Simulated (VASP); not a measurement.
Here is a VASP 6.6.1 calculation.

File INCAR:

```
PREC = Accurate ; ENCUT = 520
EDIFF = 1E-7 ; ISMEAR = 0
SIGMA = 0.15 ; LREAL = False
LASPH = True ; NELM = 80
ALGO = Fast ; ISIF = 2
LWAVE = False ; LCHARG = True
GGA = PS ; LELF = True
LVHAR = True ; NBANDS = 12
```

File KPOINTS:

```
regular mesh
0
Gamma
  20 20 20
```

POSCAR

```
Nb
1.0
    0.0000000000      2.1150000000      2.0304000000
    2.1150000000      0.0000000000      2.0304000000
    2.1150000000      2.1150000000      0.0000000000
Nb
1
Direct
    0.0000000000      0.0000000000      0.0000000000
```

Potentials or basis: VASP PAW PBE potentials, release 64 (Nb_sv).

The run is started by

```bash
$ cat potpaw_PBE.64/Nb_sv/POTCAR > POTCAR
$ mpirun -np 1 vasp_std > vasp.out
```

Task: Predict the band gap on the k mesh.

Result: Zero (an odd number of electrons rules out a gap without spin polarisation).

Task: Predict the pressure.

Result: -1.0 GPa.

Stress tensor (GPa, compression positive):
```
 2.90  0.00  0.00
 0.00  2.90  0.00
 0.00  0.00 -8.68
```

Caveat: the cell differs from its parent crystal (strain +0.000 along x and y, -0.040 along z); the stress differs along the axes, from -9 to 3 GPa; the PAW data sets were made with another functional, which shifts forces and pressure a little.
